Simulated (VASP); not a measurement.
A run of VASP 6.6.1 is set up as follows.

The input INCAR:

```
SYSTEM = Y
  PREC = Accurate
  ENCUT = 520
  EDIFF = 1E-6
  ISMEAR = 0
  SIGMA = 0.1
  LREAL = .FALSE.
  LASPH = .TRUE.
  NELM = 60
  ALGO = Fast
  ISIF = 2
  LWAVE = .FALSE.
  LCHARG = .FALSE.
  GGA = PE
  NBANDS = 78
```

File KPOINTS:

```
regular mesh
0
G
  3 3 3
  0 0 0
```

File POSCAR:

```
Y
1.0
    3.9274174714      2.2674955343      9.0437260600
   -3.9274174714      2.2674955343      9.0437260600
    0.0000000000     -4.5349910686      9.0437260600
Y
12
Direct
    0.0726808464      0.5421496215      0.0726808464
    0.0726808464      0.0726808464      0.5421496215
    0.5421496215      0.0726808464      0.0726808464
    0.9273191536      0.4578503785      0.9273191536
    0.4578503785      0.9273191536      0.9273191536
    0.9273191536      0.9273191536      0.4578503785
    0.2237848542      0.6317209312      0.2237848542
    0.2237848542      0.2237848542      0.6317209312
    0.6317209312      0.2237848542      0.2237848542
    0.7762151458      0.3682790688      0.7762151458
    0.3682790688      0.7762151458      0.7762151458
    0.7762151458      0.7762151458      0.3682790688
```

Potentials or basis: VASP PAW PBE potentials, release 64 (Y_sv).

Command:

```bash
$ cat potpaw_PBE.64/Y_sv/POTCAR > POTCAR
$ mpirun -np 1 vasp_std > vasp.out
```

(1) What does it give for the pressure?

(2) What does it give for the band gap on the k mesh?

Results:

(1) -0.1 GPa.

(2) zero (band 66 reaches 1.80 eV, above the bottom of band 67 at 1.61 eV).
